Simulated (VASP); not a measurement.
Input of a VASP 6.6.1 run:

The input INCAR:

```
PREC = Accurate
ENCUT = 520
EDIFF = 1E-7
ISMEAR = -1
SIGMA = 0.05
LREAL = False
LASPH = True
NELM = 60
ALGO = Normal
ISIF = 2
LWAVE = False
LCHARG = True
GGA = PS
LELF = True
LVHAR = True
NBANDS = 14
```

File KPOINTS:

```
regular mesh
0
Gamma
  15 15 15
```

The input POSCAR:

```
HfC
1.0
   -0.0465000000      2.3017500000      2.3017500000
    2.3017500000     -0.0465000000      2.3017500000
    2.3017500000      2.3017500000     -0.0465000000
Hf C
1 1
Direct
    0.5000000000      0.5000000000      0.5000000000
    0.0000000000      0.0000000000      0.0000000000
```

Potentials or basis: VASP PAW PBE potentials, release 64 (Hf_pv, C).

Launch:

```sh
$ cat potpaw_PBE.64/Hf_pv/POTCAR potpaw_PBE.64/C/POTCAR > POTCAR
$ mpirun -np 1 vasp_std > vasp.out
```

**Question.** Predict the pressure.

**Answer.** -6.9 GPa.

**Question.** What does it give for the band gap on the k mesh?

**Answer.** Zero (bands 7 and 8 overlap by 1.46 eV).

Stress tensor (GPa, compression positive):
```
-6.92  3.22  3.22
 3.22 -6.92  3.22
 3.22  3.22 -6.92
```

Caveat: the cell differs from its parent crystal (equal xy, yz and zx shear strains of -2 %); the cell stands under tension; the PAW data sets were made with another functional, which shifts forces and pressure a little; spin-orbit coupling is left out, which moves the levels of the heavy elements.
